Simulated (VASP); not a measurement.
A run of VASP 6.6.1 is set up as follows.

File INCAR:

```
ALGO     = Normal         # electronic algorithm
EDIFF    = 1E-6           # SCF threshold, eV
ENCUT    = 500            # plane-wave cutoff, eV
GGA      = PE             # functional
GGA_COMPAT= F            
ISIF     = 2              # what is computed and relaxed
ISMEAR   = 0              # smearing method
LASPH    = T              # aspherical terms in the spheres
LCHARG   = T              # write CHGCAR
LELF     = T              # ELF
LREAL    = F              # projectors in reciprocal space
LVHAR    = T            
LWAVE    = F              # write WAVECAR
NBANDS   = 15             # bands
NELM     = 120            # most SCF steps
PREC     = Accurate       # precision mode
SIGMA    = 0.02           # smearing width, eV
```

KPOINTS

```
k-points
0
Gamma
  6 6 6
```

POSCAR

```
RbCl
1.0
    0.0000000000      3.4572361834      3.4572361834
    3.4572361834      0.0000000000      3.4572361834
    3.4572361834      3.4572361834      0.0000000000
Rb Cl
1 1
Direct
    0.0000000000      0.0000000000      0.0000000000
    0.5000000000      0.5000000000      0.5000000000
```

Potentials or basis: VASP PAW PBE potentials, release 64 (Rb_sv, Cl).

Launch:

```console
$ cat potpaw_PBE.64/Rb_sv/POTCAR potpaw_PBE.64/Cl/POTCAR > POTCAR
$ mpirun -np 1 vasp_std > vasp.out
```

(1) What does it give for the pressure?

(2) What does it give for the band gap on the k mesh?

Answers

(1) -1.1 GPa.

(2) 4.56 eV, direct.
